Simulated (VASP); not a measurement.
# GeW in VASP: notebook

GeW is run at these levels: PBE; tasks: single point, relaxation of cell and atoms.

Everything below comes from runs of VASP 6.6.1. Logs are shortened: lines on timing, memory, paths and dates and some standing lists are left out, and cuts for length are marked.

## 1. The cell of the first run

The typed cell holds 2 atoms: a = 3.135 Å, b = 3.135 Å, c = 3.135 Å, α = 90.00°, β = 90.00°, γ = 90.00°.

## 2. Single point, PBE

File INCAR:

```
SYSTEM = GeW
PREC = Accurate
ENCUT = 520
EDIFF = 1E-6
ISMEAR = 0
SIGMA = 0.1
LREAL = .FALSE.
LASPH = .TRUE.
NELM = 60
ALGO = Normal
ISIF = 2
LWAVE = .FALSE.
LCHARG = .TRUE.
GGA = PE
LELF = .TRUE.
LVHAR = .TRUE.
NBANDS = 21
```

File KPOINTS:

```
Automatic mesh
0
G
  18 18 18
  0 0 0
```

File POSCAR:

```
GeW
1.0
    3.1345380465      0.0000000000      0.0000000000
    0.0000000000      3.1345380465      0.0000000000
    0.0000000000      0.0000000000      3.1349100165
Ge W
1 1
Direct
    0.5000000000      0.5000000000      0.5000000000
    0.0000000000      0.0000000000      0.0000000000
```

Potentials or basis: VASP PAW PBE potentials, release 64 (Ge_d, W_sv).

Run with:

```bash
cat potpaw_PBE.64/Ge_d/POTCAR potpaw_PBE.64/W_sv/POTCAR > POTCAR
mpirun -np 1 vasp_std > vasp.out
```

OUTCAR:

```text
SYSTEM = GeW
   PREC = Accurate
   ENCUT = 520
   EDIFF = 1E-6
   ISMEAR = 0
   LREAL = .FALSE.
   LASPH = .TRUE.
   NELM = 60
   ISIF = 2
   GGA = PE

 ion  position               nearest neighbor table
   1  0.500  0.500  0.500-   2 2.71   2 2.71   2 2.71   2 2.71   2 2.71   2 2.71   2 2.71   2 2.71

   2  0.000  0.000  0.000-   1 2.71   1 2.71   1 2.71   1 2.71   1 2.71   1 2.71   1 2.71   1 2.71

  LATTYP: Found a simple tetragonal cell.
 ALAT       =     3.1345380465
 C/A-ratio  =     1.0001186682

  Lattice vectors:

 A1 = (   3.1345380465,   0.0000000000,   0.0000000000)
 A2 = (   0.0000000000,   3.1345380465,   0.0000000000)
 A3 = (   0.0000000000,   0.0000000000,   3.1349100165)

Analysis of symmetry for initial positions (statically):
=====================================================================
 Subroutine PRICEL returns:
 Original cell was already a primitive cell.

 Routine SETGRP: Setting up the symmetry group for a
 simple tetragonal supercell.

 Subroutine GETGRP returns: Found 16 space group operations
 (whereof 16 operations were pure point group operations)
 out of a pool of 16 trial point group operations.

The static configuration has the point symmetry D_4h.

Analysis of symmetry for dynamics (positions and initial velocities):
=====================================================================
 Subroutine PRICEL returns:
 Original cell was already a primitive cell.

 Routine SETGRP: Setting up the symmetry group for a
 simple tetragonal supercell.

 Subroutine GETGRP returns: Found 16 space group operations
 (whereof 16 operations were pure point group operations)
 out of a pool of 16 trial point group operations.

The dynamic configuration has the point symmetry D_4h.

 Subroutine INISYM returns: Found 16 space group operations
 (whereof 16 operations are pure point group operations),
 and found     1 'primitive' translations

----------------------------------------------------------------------------------------

                                     Primitive cell

  volume of cell :      30.8015

  direct lattice vectors                    reciprocal lattice vectors
     3.134538046  0.000000000  0.000000000     0.319026276  0.000000000  0.000000000
     0.000000000  3.134538046  0.000000000     0.000000000  0.319026276  0.000000000
     0.000000000  0.000000000  3.134910017     0.000000000  0.000000000  0.318988422

  length of vectors
     3.134538046  3.134538046  3.134910017     0.319026276  0.319026276  0.318988422

  position of ions in fractional coordinates (direct lattice)
     0.500000000  0.500000000  0.500000000
     0.000000000  0.000000000  0.000000000

  ion indices of the primitive-cell ions
   primitive index   ion index
                 1           1
                 2           2

----------------------------------------------------------------------------------------

 KPOINTS: Automatic mesh

Automatic generation of k-mesh.
 Grid dimensions read from file:
 generate k-points for:   18   18   18

 Generating k-lattice:

  Cartesian coordinates                     Fractional coordinates (reciprocal lattice)
     0.017723682  0.000000000  0.000000000     0.055555556  0.000000000  0.000000000
     0.000000000  0.017723682  0.000000000     0.000000000  0.055555556  0.000000000
     0.000000000  0.000000000  0.017721579     0.000000000  0.000000000  0.055555556

  Length of vectors
     0.017723682  0.017723682  0.017721579

  Shift w.r.t. Gamma in fractional coordinates (k-lattice)
     0.000000000  0.000000000  0.000000000

 Subroutine IBZKPT returns following result:
 ===========================================

 Found    550 irreducible k-points:

 Following reciprocal coordinates:
            Coordinates               Weight
  0.000000  0.000000  0.000000      1.000000
  0.055556  0.000000  0.000000      4.000000
  0.111111  0.000000  0.000000      4.000000
  0.166667  0.000000  0.000000      4.000000
  0.222222  0.000000  0.000000      4.000000
  0.277778  0.000000  0.000000      4.000000
[... 16 lines left out ...]
  0.277778  0.111111  0.000000      8.000000
  0.333333  0.111111  0.000000      8.000000
 [... further k-points ...]
   k-points           NKPTS =    550   k-points in BZ     NKDIM =    550   number of bands    NBANDS=     21
   number of dos      NEDOS =    301   number of ions     NIONS =      2
   total plane-waves  NPLWV =  13824
   dimension x,y,z NGX =    24 NGY =   24 NGZ =   24
   dimension x,y,z NGXF=    48 NGYF=   48 NGZF=   48
   ions per type =               1   1
   NGX,Y,Z   is equivalent  to a cutoff of  12.73, 12.73, 12.73 a.u.
   NGXF,Y,Z  is equivalent  to a cutoff of  25.46, 25.46, 25.45 a.u.
 SYSTEM =  GeW
   PREC   = accura    normal or accurate (medium, high low for compatibility)
   ISTART =      0    job   : 0-new  1-cont  2-samecut
   ICHARG =      2    charge: 1-file 2-atom 10-const
   ISPIN  =      1    spin polarized calculation?
   LNONCOLLINEAR =      F non collinear calculations
   LSORBIT =      F    spin-orbit coupling
   LASPH  =      T    aspherical Exc in radial PAW
   ENCUT  =  520.0 eV  38.22 Ry    6.18 a.u.   5.83  5.83  5.83*2*pi/ulx,y,z
   NELM   =     60;   NELMIN=  2; NELMDL= -5     # of ELM steps
   EDIFF  = 0.1E-05   stopping-criterion for ELM
   LREAL  =      F    real-space projection
   EDIFFG = 0.1E-04   stopping-criterion for IOM
   NSW    =      0    number of steps for IOM
   IBRION =     -1    ionic relax: 0-MD 1-quasi-New 2-CG
   NFREE  =      0    steps in history (QN), initial steepest desc. (CG)
   ISIF   =      2    stress and relaxation
   ISYM   =      2    0-nonsym 1-usesym 2-fastsym
   POTIM  = 0.5000    time-step for ionic-motion
   TEBEG  =    0.0;   TEEND  =   0.0 temperature during run
   PSTRESS=    0.0 pullay stress
   NELECT =      28.0000    total number of electrons
   NUPDOWN=      -1.0000    fix difference up-down
   EMIN   =  10.00;   EMAX   =-10.00  energy-range for DOS
   EFERMI =   0.00;   METHOD = LEGACY
   ISMEAR =     0;   SIGMA  =   0.10  broadening in eV -4-tet -1-fermi 0-gaus
   EFERMI_NEDOS =   21; number of points for ismear=-14 and -15
   IALGO  =     38    algorithm
   IMIX   =      4    mixing-type and parameters
     AMIX     =   0.40;   BMIX     =  1.00
     AMIX_MAG =   1.60;   BMIX_MAG =  1.00
  volume/ion in A,a.u.               =      15.40       103.93
  Fermi-wavevector in a.u.,A,eV,Ry     =   1.585879  2.996877 34.218829  2.515013
  Thomas-Fermi vector in A             =   2.685276
   LORBIT       =      0    0 simple, 1 ext, 2 COOP (PROOUT), +10 PAW based schemes
   GGA     = PE    functional components
   LHFCALC =     F    Hartree Fock is set to
   AEXX    =    0.0000 exact exchange contribution
   IVDW    =     0    specifies the selected vdW correction
   LEPSILON=     F    determine dielectric tensor
   LRPA    =     F    only Hartree local field effects (RPA)
 non-spin polarized calculation
 Gauss-broadening in eV      SIGMA  =   0.10
  energy-cutoff  :      520.00
  volume of cell :       30.80
 maximum number of plane-waves:       849
 NGX is ok and might be reduce to    24
   NGX = 11   NGY = 11   NGZ = 11

 number of electron      28.0000031 magnetization

 Free energy of the ion-electron system (eV)
  ---------------------------------------------------
  ext. energy  EPLUGINS =         0.00000000
  ---------------------------------------------------
  free energy    TOTEN  =       -16.63296515 eV

  energy without entropy =      -16.62285464  energy(sigma->0) =      -16.62790989

 E-fermi :  10.2805     XC(G=0): -13.1104

 val. band max:       10.2724413270   @ k =   0.2222   0.2222   0.4444
 cond. band min:      10.2852251644   @ k =   0.4444   0.3889   0.0556
 fundamental gap:      0.0127838374
 Fermi energy:        10.2804683410

 k-point     1 :       0.0000    0.0000    0.0000
  band No.  band energies     occupation
      1     -63.7636      2.00000
      2     -27.8779      2.00000
      3     -27.8776      2.00000
      4     -27.8776      2.00000
      5     -14.0891      2.00000
      6     -14.0890      2.00000
[... 13 lines left out ...]
     20      22.2679      0.00000
     21      22.2688      0.00000

 k-point     2 :       0.0556    0.0000    0.0000
  band No.  band energies     occupation
      1     -63.7633      2.00000
      2     -27.8858      2.00000
      3     -27.8772      2.00000
      4     -27.8770      2.00000
      5     -14.0889      2.00000
      6     -14.0870      2.00000
[... 13 lines left out ...]
     20      21.9658      0.00000
     21      22.4170      0.00000

 k-point     3 :       0.1111    0.0000    0.0000
  band No.  band energies     occupation
      1     -63.7625      2.00000
      2     -27.9091      2.00000
      3     -27.8753      2.00000
      4     -27.8751      2.00000
      5     -14.0882      2.00000
      6     -14.0809      2.00000
[... 13 lines left out ...]
     20      21.2561      0.00000
     21      22.8964      0.00000

 k-point     4 :       0.1667    0.0000    0.0000
  band No.  band energies     occupation
      1     -63.7611      2.00000
      2     -27.9446      2.00000
      3     -27.8725      2.00000
      4     -27.8722      2.00000
      5     -14.0873      2.00000
      6     -14.0715      2.00000
[... 13 lines left out ...]
     20      20.4110      0.00000
     21      23.7626      0.00000

 k-point     5 :       0.2222    0.0000    0.0000
  band No.  band energies     occupation
      1     -63.7595      2.00000
      2     -27.9879      2.00000
      3     -27.8689      2.00000
      4     -27.8687      2.00000
      5     -14.0861      2.00000
      6     -14.0601      2.00000
[... 13 lines left out ...]
     20      19.5730      0.00000
     21      24.9666      0.00000

 k-point     6 :       0.2778    0.0000    0.0000
  band No.  band energies     occupation
      1     -63.7577      2.00000
      2     -28.0336      2.00000
      3     -27.8651      2.00000
      4     -27.8649      2.00000
      5     -14.0849      2.00000
      6     -14.0479      2.00000
[... 13 lines left out ...]
     20      19.4655      0.00000
     21      24.6229      0.00000

 k-point     7 :       0.3333    0.0000    0.0000
  band No.  band energies     occupation
      1     -63.7560      2.00000
      2     -28.0763      2.00000
      3     -27.8616      2.00000
      4     -27.8614      2.00000
      5     -14.0837      2.00000
      6     -14.0471      2.00000
[... 13 lines left out ...]
     20      19.5800      0.00000
     21      23.4641      0.00000
[... 291 lines left out ...]
      1     -63.7613      2.00000
      2     -27.9081      2.00000
      3     -27.9046      2.00000
      4     -27.8728      2.00000
      5     -14.0838      2.00000
      6     -14.0764      2.00000
[... 13 lines left out ...]
     20      21.3571      0.00000
     21      22.5652      0.00000

 k-point    21 :       0.1667    0.1111    0.0000
  band No.  band energies     occupation
      1     -63.7599      2.00000
      2     -27.9417      2.00000
      3     -27.9030      2.00000
      4     -27.8698      2.00000
      5     -14.0819      2.00000
      6     -14.0682      2.00000
[... 13 lines left out ...]
     20      21.0171      0.00000
     21      23.1868      0.00000

 k-point    22 :       0.2222    0.1111    0.0000
  band No.  band energies     occupation
      1     -63.7583      2.00000
      2     -27.9847      2.00000
      3     -27.8993      2.00000
      4     -27.8663      2.00000
      5     -14.0806      2.00000
      6     -14.0571      2.00000
[... 13 lines left out ...]
     20      20.8421      0.00000
     21      24.1937      0.00000

 k-point    23 :       0.2778    0.1111    0.0000
  band No.  band energies     occupation
      1     -63.7565      2.00000
      2     -28.0301      2.00000
      3     -27.8952      2.00000
      4     -27.8624      2.00000
      5     -14.0794      2.00000
      6     -14.0489      2.00000
[... 13 lines left out ...]
     20      20.9854      0.00000
     21      23.0893      0.00000

 k-point    24 :       0.3333    0.1111    0.0000
  band No.  band energies     occupation
      1     -63.7549      2.00000
      2     -28.0724      2.00000
      3     -27.8914      2.00000
      4     -27.8588      2.00000
      5     -14.0783      2.00000
      6     -14.0512      2.00000
[... 13 lines left out ...]
     20      21.1521      0.00000
     21      21.7681      0.00000

 [... further k-points ...]

------------------------ aborting loop because EDIFF is reached ----------------------------------------

  FORCE on cell =-STRESS in cart. coord.  units (eV):
  Direction    XX          YY          ZZ          XY          YZ          ZX
  --------------------------------------------------------------------------------------
  -------------------------------------------------------------------------------------
  Total        0.0613931      0.0613931      0.0587403      0.0000000      0.0000000     -0.0000000
  in kB        3.1934331      3.1934331      3.0554451      0.0000000      0.0000000     -0.0000000
  external PRESSURE =       3.1474371 kB  Pullay stress =       0.0000000 kB

 VOLUME and BASIS-vectors are now :
 -----------------------------------------------------------------------------
  energy-cutoff  :      520.00
  volume of cell :       30.80
      direct lattice vectors                 reciprocal lattice vectors
     3.134538046  0.000000000  0.000000000     0.319026276  0.000000000  0.000000000
     0.000000000  3.134538046  0.000000000     0.000000000  0.319026276  0.000000000
     0.000000000  0.000000000  3.134910017     0.000000000  0.000000000  0.318988422

 POSITION                                       TOTAL-FORCE (eV/Angst)
 -----------------------------------------------------------------------------------
      1.56727      1.56727      1.56746         0.000000      0.000000      0.000000
      0.00000      0.00000      0.00000         0.000000      0.000000      0.000000
 -----------------------------------------------------------------------------------
    total drift:                                0.000000      0.000000     -0.000000

  FREE ENERGIE OF THE ION-ELECTRON SYSTEM (eV)
  ---------------------------------------------------
  free  energy   TOTEN  =       -16.6329651518 eV

  energy  without entropy=      -16.6228546381  energy(sigma->0) =      -16.62790989
```

Wall time 68 s (1 thread of Intel Xeon 6975P-C (Granite Rapids), shared host); peak memory 0.42 GiB.

What came out:

- Free energy: -16.6330 eV
- Pressure: 0.3 GPa
- Band gap on the k mesh: zero (band 14 reaches 13.81 eV, above the bottom of band 15 at 9.57 eV)

Caveat: spin-orbit coupling is left out, which moves the levels of the heavy elements.

## 3. Relaxation of cell and atoms, PBE

This run uses another cell than the first one, of 15.44 Å³/atom, 1.003 times its volume.

File INCAR:

```
PREC = Accurate ; ENCUT = 600
EDIFF = 1E-7 ; ISMEAR = 0
SIGMA = 0.1 ; LREAL = False
LASPH = True ; NELM = 80
ALGO = Normal ; ISIF = 3
LWAVE = False ; LCHARG = False
GGA = PE ; IBRION = 2
NSW = 100 ; EDIFFG = -0.01
```

File KPOINTS:

```
regular mesh
0
Gamma
  18 18 18
```

File POSCAR:

```
GeW
1.0
    3.1373973554      0.0000000000      0.0000000000
    0.0000000000      3.1373973554      0.0000000000
    0.0000000000      0.0000000000      3.1373973554
Ge W
1 1
Direct
    0.0000000000      0.0000000000      0.0000000000
    0.5000000000      0.5000000000      0.5000000000
```

Potentials or basis: VASP PAW PBE potentials, release 64 (Ge_d, W_sv).

Run with:

```bash
cat potpaw_PBE.64/Ge_d/POTCAR potpaw_PBE.64/W_sv/POTCAR > POTCAR
mpirun -np 1 vasp_std > vasp.out
```

It took 1.7 min on 1 thread of Intel Xeon 6975P-C (Granite Rapids), shared host; peak memory 0.29 GiB.

It converged, with:

| Property | Result |
| --- | --- |
| Free energy | -16.6332 eV |
| Relaxed volume | 15.43 Å³/atom |
| Relaxed cell | a = 3.137 Å, b = 3.137 Å, c = 3.137 Å, α = 90.00°, β = 90.00°, γ = 90.00° |
| Space group after relaxing (to 0.05 Å) | Pm-3m (No. 221) |
| Energy gained by relaxing | 0.0 meV/atom |
| Ionic steps | 3 |
| Pressure after relaxing | 0.0 GPa |
| Band gap on the k mesh | zero (band 14 reaches 13.78 eV, above the bottom of band 15 at 9.55 eV) |

Final structure:
```
Ge W
1.0
     3.13657    0.00000    0.00000
     0.00000    3.13657    0.00000
     0.00000    0.00000    3.13657
Ge W
1 1
Cartesian
  0.0000 0.0000 0.0000
  1.5683 1.5683 1.5683
```

Levels at points of the mesh, in eV from the Fermi level:
```csv
k point,band 11,band 12,band 13,band 14,band 15,band 16,band 17,band 18
"(0.00, 0.00, 0.00)",-3.28,-3.28,1.56,1.56,1.56,2.23,2.23,2.23
"(0.50, 0.00, 0.00)",-7.81,-2.50,-1.84,-1.84,1.79,3.32,7.01,8.91
"(0.50, 0.50, 0.00)",-3.68,-3.68,-3.33,-0.22,-0.22,3.37,3.72,5.05
"(0.50, 0.50, 0.50)",-5.80,-5.80,-5.26,3.52,3.52,3.58,3.58,3.58
```

Caveat: spin-orbit coupling is left out, which moves the levels of the heavy elements.
